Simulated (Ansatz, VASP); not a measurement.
## One calculation of MgH4, two programs

```
CELL_PARAMETERS angstrom
-3.44483 3.44483 4.09258
3.44483 -3.44483 4.09258
3.44483 3.44483 -4.09258
ATOMIC_POSITIONS crystal
Mg 0.82167 0.32167 0.50000
Mg 0.67833 0.17833 0.50000
Mg 0.50000 0.50000 0.00000
H 0.07623 0.07623 0.15245
H 0.92377 0.92377 0.84755
H 0.92377 0.07623 0.00000
H 0.07623 0.92377 0.00000
H 0.59942 0.57532 0.84457
H 0.73075 0.75486 0.15543
H 0.42468 0.26925 0.02410
H 0.24514 0.40058 0.97590
H 0.73075 0.57532 0.97590
H 0.59942 0.75486 0.02410
H 0.24514 0.26925 0.84457
H 0.42468 0.40058 0.15543
```

Alike in both runs: task single point; functional PBE; k mesh 4 × 4 × 4; occupations gaussian, width 0.1 eV; no spin polarisation.

```csv
,VASP,Ansatz
version,VASP 6.6.1,Ansatz 0.2.0
potentials or method,"VASP PAW PBE potentials, release 64 (Mg_sv, H), cutoff 840 eV","scalar-relativistic, plane waves, PAW"
valence electrons in the cell,42,42
```

```csv
,VASP,Ansatz,Ansatz less VASP
gap on the k mesh at the Fermi level (eV),none,none,-
rms of the force components (eV/Å),18.065,11.166,-6.8995
```

Atom by atom the forces differ by 6.955 eV/Å (rms over components). A gap of «none» marks a metal or a gap that the smearing closes.
